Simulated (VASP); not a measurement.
# Ge in VASP: notebook

Runs on Ge. Level: PBE+D3(BJ). Tasks: single point.

Everything below comes from runs of VASP 6.6.1. Logs are shortened: lines on timing, memory, paths and dates and some standing lists are left out, and cuts for length are marked.

## Step 1: The cell of the first run

The cell holds a slab with vacuum, 4 atoms: a = 4.023 Å, b = 4.023 Å, c = 18.869 Å, α = 90.00°, β = 90.00°, γ = 120.00°.

## Step 2: Single point, PBE+D3(BJ) (layers slid over each other, then relaxed in part)

The input, INCAR:

```
ALGO = Normal
DIPOL = 0.5 0.5 0.348
EDIFF = 1E-6
ENCUT = 410
GGA = PE
GGA_COMPAT = F
IDIPOL = 3
ISIF = 2
ISMEAR = 0
IVDW = 12
LASPH = T
LCHARG = F
LDIPOL = T
LREAL = F
LWAVE = F
NBANDS = 36
NELM = 120
NELMDL = -8
PREC = Accurate
SIGMA = 0.1
```

The input, KPOINTS:

```
k-points
0
Gamma
  9 9 1
```

The input, POSCAR:

```
Ge
1.0
    4.0226895311      0.0000000000      0.0000000000
   -2.0113447656      3.4837513255      0.0000000000
    0.0000000000      0.0000000000     18.8685220517
Ge
4
Direct
    0.3333333333      0.6666666667      0.2794158048
    0.6666666667      0.3333333333      0.2384924472
    0.0000000000      1.8888888889      0.4581138666
    0.3333333333      1.5555555556      0.4171860839
```

Potentials or basis: VASP PAW PBE potentials, release 64 (Ge_d).

Started as:

```console
> cat potpaw_PBE.64/Ge_d/POTCAR > POTCAR
> mpirun -np 1 vasp_std > vasp.out
```

OUTCAR:

```text
EDIFF = 1E-6
   ENCUT = 410
   GGA = PE
   ISIF = 2
   ISMEAR = 0
   IVDW = 12
   LASPH = T
   LREAL = F
   NELM = 120
   NELMDL = -8
   PREC = Accurate
 IVDW          = 12

 ion  position               nearest neighbor table
   1  0.333  0.667  0.279-   2 2.45   2 2.45   2 2.45   4 2.64
   2  0.667  0.333  0.238-   1 2.45   1 2.45   1 2.45
   3  0.000  0.889  0.458-   4 2.45   4 2.45   4 2.45
   4  0.333  0.556  0.417-   3 2.45   3 2.45   3 2.45   1 2.64

  LATTYP: Found a hexagonal cell.
 ALAT       =     4.0226895311
 C/A-ratio  =     4.6905240650

  Lattice vectors:

 A1 = (   4.0226895311,   0.0000000000,   0.0000000000)
 A2 = (  -2.0113447656,   3.4837513255,   0.0000000000)
 A3 = (   0.0000000000,   0.0000000000,  18.8685220517)

Analysis of symmetry for initial positions (statically):
=====================================================================
 Subroutine PRICEL returns:
 Original cell was already a primitive cell.

 Routine SETGRP: Setting up the symmetry group for a
 hexagonal supercell.

 Subroutine GETGRP returns: Found  2 space group operations
 (whereof  1 operations were pure point group operations)
 out of a pool of 24 trial point group operations.

The static configuration has the point symmetry C_1 .
 The point group associated with its full space group is S_2 .

Analysis of symmetry for dynamics (positions and initial velocities):
=====================================================================
 Subroutine PRICEL returns:
 Original cell was already a primitive cell.

 Routine SETGRP: Setting up the symmetry group for a
 hexagonal supercell.

 Subroutine GETGRP returns: Found  2 space group operations
 (whereof  1 operations were pure point group operations)
 out of a pool of 24 trial point group operations.

The dynamic configuration has the point symmetry C_1 .
 The point group associated with its full space group is S_2 .

 Subroutine INISYM returns: Found  2 space group operations
 (whereof  1 operations are pure point group operations),
 and found     1 'primitive' translations

----------------------------------------------------------------------------------------

                                     Primitive cell

  volume of cell :     264.4244

  direct lattice vectors                    reciprocal lattice vectors
     4.022689531  0.000000000  0.000000000     0.248589903  0.143523447  0.000000000
    -2.011344766  3.483751326  0.000000000     0.000000000  0.287046895  0.000000000
     0.000000000  0.000000000 18.868522052     0.000000000  0.000000000  0.052998322

  length of vectors
     4.022689531  4.022689531 18.868522052     0.287046895  0.287046895  0.052998322

  position of ions in fractional coordinates (direct lattice)
     0.333333333  0.666666667  0.279415805
     0.666666667  0.333333333  0.238492447
     1.000000000  0.888888889  0.458113867
     0.333333333  0.555555556  0.417186084

  ion indices of the primitive-cell ions
   primitive index   ion index
                 1           1
                 2           2
                 3           3
                 4           4

----------------------------------------------------------------------------------------

 KPOINTS: k-points

Automatic generation of k-mesh.
 Grid dimensions read from file:
 generate k-points for:    9    9    1

 Generating k-lattice:

  Cartesian coordinates                     Fractional coordinates (reciprocal lattice)
     0.027621100  0.015947050  0.000000000     0.111111111 -0.000000000  0.000000000
     0.000000000  0.031894099  0.000000000     0.000000000  0.111111111  0.000000000
     0.000000000  0.000000000  0.052998322     0.000000000  0.000000000  1.000000000

  Length of vectors
     0.031894099  0.031894099  0.052998322

  Shift w.r.t. Gamma in fractional coordinates (k-lattice)
     0.000000000  0.000000000  0.000000000

 Subroutine IBZKPT returns following result:
 ===========================================

 Found     41 irreducible k-points:

 Following reciprocal coordinates:
            Coordinates               Weight
  0.000000  0.000000  0.000000      1.000000
  0.111111  0.000000  0.000000      2.000000
  0.000000  0.111111  0.000000      2.000000
 -0.111111  0.111111  0.000000      2.000000
  0.222222 -0.000000  0.000000      2.000000
  0.000000  0.222222  0.000000      2.000000
[... 16 lines left out ...]
  0.333333  0.111111  0.000000      2.000000
 -0.111111  0.444444  0.000000      2.000000
 [... further k-points ...]
   k-points           NKPTS =     41   k-points in BZ     NKDIM =     41   number of bands    NBANDS=     36
   number of dos      NEDOS =    301   number of ions     NIONS =      4
   total plane-waves  NPLWV =  98784
   dimension x,y,z NGX =    28 NGY =   28 NGZ =  126
   dimension x,y,z NGXF=    56 NGYF=   56 NGZF=  252
   ions per type =               4
   NGX,Y,Z   is equivalent  to a cutoff of  11.57, 11.57, 11.10 a.u.
   NGXF,Y,Z  is equivalent  to a cutoff of  23.14, 23.14, 22.20 a.u.
 SYSTEM =  unknown system
   PREC   = accura    normal or accurate (medium, high low for compatibility)
   ISTART =      0    job   : 0-new  1-cont  2-samecut
   ICHARG =      2    charge: 1-file 2-atom 10-const
   ISPIN  =      1    spin polarized calculation?
   LNONCOLLINEAR =      F non collinear calculations
   LSORBIT =      F    spin-orbit coupling
   LASPH  =      T    aspherical Exc in radial PAW
   ENCUT  =  410.0 eV  30.13 Ry    5.49 a.u.   6.64  6.64 31.15*2*pi/ulx,y,z
   NELM   =    120;   NELMIN=  2; NELMDL= -8     # of ELM steps
   EDIFF  = 0.1E-05   stopping-criterion for ELM
   LREAL  =      F    real-space projection
   EDIFFG = 0.1E-04   stopping-criterion for IOM
   NSW    =      0    number of steps for IOM
   IBRION =     -1    ionic relax: 0-MD 1-quasi-New 2-CG
   NFREE  =      0    steps in history (QN), initial steepest desc. (CG)
   ISIF   =      2    stress and relaxation
   ISYM   =      2    0-nonsym 1-usesym 2-fastsym
   POTIM  = 0.5000    time-step for ionic-motion
   TEBEG  =    0.0;   TEEND  =   0.0 temperature during run
   PSTRESS=    0.0 pullay stress
   NELECT =      56.0000    total number of electrons
   NUPDOWN=      -1.0000    fix difference up-down
   EMIN   =  10.00;   EMAX   =-10.00  energy-range for DOS
   EFERMI =   0.00;   METHOD = LEGACY
   ISMEAR =     0;   SIGMA  =   0.10  broadening in eV -4-tet -1-fermi 0-gaus
   EFERMI_NEDOS =   21; number of points for ismear=-14 and -15
   IALGO  =     38    algorithm
   IMIX   =      4    mixing-type and parameters
     AMIX     =   0.40;   BMIX     =  1.00
     AMIX_MAG =   1.60;   BMIX_MAG =  1.00
  volume/ion in A,a.u.               =      66.11       446.11
  Fermi-wavevector in a.u.,A,eV,Ry     =   0.975821  1.844035 12.955840  0.952227
  Thomas-Fermi vector in A             =   2.106391
   LORBIT       =      0    0 simple, 1 ext, 2 COOP (PROOUT), +10 PAW based schemes
   GGA     = PE    functional components
   LHFCALC =     F    Hartree Fock is set to
   AEXX    =    0.0000 exact exchange contribution
   IVDW    =    12    specifies the selected vdW correction
   LEPSILON=     F    determine dielectric tensor
   LRPA    =     F    only Hartree local field effects (RPA)
 non-spin polarized calculation
 Gauss-broadening in eV      SIGMA  =   0.10
  energy-cutoff  :      410.00
  volume of cell :      264.42
 maximum number of plane-waves:      5031
   NGX = 13   NGY = 13   NGZ = 63

 dipolmoment           0.000000      0.000000     -0.000002 electrons x Angstroem

 number of electron      56.0000008 magnetization

 dipolmoment           0.000000      0.000000      0.000458 electrons x Angstroem

 Free energy of the ion-electron system (eV)
  ---------------------------------------------------
  ext. energy  EPLUGINS =         0.00000000
  ---------------------------------------------------
  free energy    TOTEN  =       -16.56696578 eV

  energy without entropy =      -16.56481201  energy(sigma->0) =      -16.56588889

 E-fermi :  -1.4302     XC(G=0):  -4.2095

 val. band max:       -1.4429459594   @ k =   0.0000   0.0000   0.0000
 cond. band min:      -1.3771496834   @ k =   0.3333   0.3333   0.0000
 fundamental gap:      0.0657962761
 Fermi energy:        -1.4302151488

 k-point     1 :       0.0000    0.0000    0.0000
  band No.  band energies     occupation
      1     -25.8857      2.00000
      2     -25.8712      2.00000
      3     -25.8696      2.00000
      4     -25.8575      2.00000
      5     -25.8443      2.00000
      6     -25.8128      2.00000
[... 28 lines left out ...]
     35       2.7715      0.00000
     36       2.8338      0.00000

 k-point     2 :       0.1111    0.0000    0.0000
  band No.  band energies     occupation
      1     -25.8923      2.00000
      2     -25.8722      2.00000
      3     -25.8695      2.00000
      4     -25.8575      2.00000
      5     -25.8484      2.00000
      6     -25.8112      2.00000
[... 28 lines left out ...]
     35       2.9887      0.00000
     36       3.0281      0.00000

 k-point     3 :       0.0000    0.1111    0.0000
  band No.  band energies     occupation
      1     -25.8925      2.00000
      2     -25.8730      2.00000
      3     -25.8679      2.00000
      4     -25.8594      2.00000
      5     -25.8462      2.00000
      6     -25.8105      2.00000
[... 28 lines left out ...]
     35       2.9943      0.00000
     36       3.0498      0.00000
[... 742 lines left out ...]
 k-point    23 :       0.3333    0.1111    0.0000
  band No.  band energies     occupation
      1     -25.9113      2.00000
      2     -25.8800      2.00000
      3     -25.8714      2.00000
      4     -25.8636      2.00000
      5     -25.8475      2.00000
      6     -25.8136      2.00000
[... 28 lines left out ...]
     35       4.5717      0.00000
     36       5.0588      0.00000

 k-point    24 :      -0.1111    0.4444    0.0000
  band No.  band energies     occupation
      1     -25.9093      2.00000
      2     -25.8814      2.00000
      3     -25.8734      2.00000
      4     -25.8643      2.00000
      5     -25.8452      2.00000
      6     -25.8141      2.00000
[... 28 lines left out ...]
     35       4.7911      0.00000
     36       5.0590      0.00000

 [... further k-points ...]

------------------------ aborting loop because EDIFF is reached ----------------------------------------

 vacuum level on the upper side and lower side of the slab       (xc-potential included)        -0.117        -0.125

 Edisp (eV)   -0.86768

 E8    (eV) :    -0.4063

  FORCE on cell =-STRESS in cart. coord.  units (eV):
  Direction    XX          YY          ZZ          XY          YZ          ZX
  --------------------------------------------------------------------------------------
  -------------------------------------------------------------------------------------
  Total      -0.05533    -0.21140    -0.22800     0.00079     0.22584     0.01190
  in kB      -0.33527    -1.28089    -1.38147     0.00477     1.36839     0.07209
  external pressure =       -1.00 kB  Pullay stress =        0.00 kB

 VOLUME and BASIS-vectors are now :
 -----------------------------------------------------------------------------
  energy-cutoff  :      410.00
  volume of cell :      264.42
      direct lattice vectors                 reciprocal lattice vectors
     4.022689531  0.000000000  0.000000000     0.248589903  0.143523447  0.000000000
    -2.011344766  3.483751326  0.000000000     0.000000000  0.287046895  0.000000000
     0.000000000  0.000000000 18.868522052     0.000000000  0.000000000  0.052998322

 POSITION                                       TOTAL-FORCE (eV/Angst)
 -----------------------------------------------------------------------------------
     -0.00000      2.32250      5.27216        -0.016946     -0.005575     -0.002598
      2.01134      1.16125      4.50000         0.007957     -0.050983     -0.001257
     -1.78786      3.09667      8.64393        -0.007957      0.050983      0.001257
      0.22348      1.93542      7.87168         0.016946      0.005575      0.002598
 -----------------------------------------------------------------------------------
    total drift:                               -0.000736      0.001201      0.099139

  FREE ENERGIE OF THE ION-ELECTRON SYSTEM (eV)
  ---------------------------------------------------
  free  energy   TOTEN  =       -17.4346492295 eV

  energy  without entropy=      -17.4324954554  energy(sigma->0) =      -17.43357234

 vacuum level on the upper side and lower side of the slab         3.044         3.037
```

It took 8.7 min on 1 thread of Oxide Virtual Turin-like, shared host; peak memory 0.39 GiB.

What came out:

* Free energy: -17.4346 eV
* Largest force: 0.052 eV/Å
* Band gap on the k mesh: 0.07 eV (least direct gap 0.32 eV)
* Dispersion energy per atom: -0.217 eV

Forces in eV/Å, atoms in the order of the input:
```
Ge  -0.017 -0.006 -0.003
Ge   0.008 -0.051 -0.001
Ge  -0.008  0.051  0.001
Ge   0.017  0.006  0.003
```

Levels at points of the mesh, in eV from the valence-band top:
```
           k point  band 26  band 27  band 28  band 29  band 30  band 31
(0.00, 0.00, 0.00)    -0.48    -0.14     0.00     0.65     1.08     1.78
```

Caveat: the cell differs from its parent crystal (layers slid over each other, then relaxed in part).

[end of part 1 of 2]
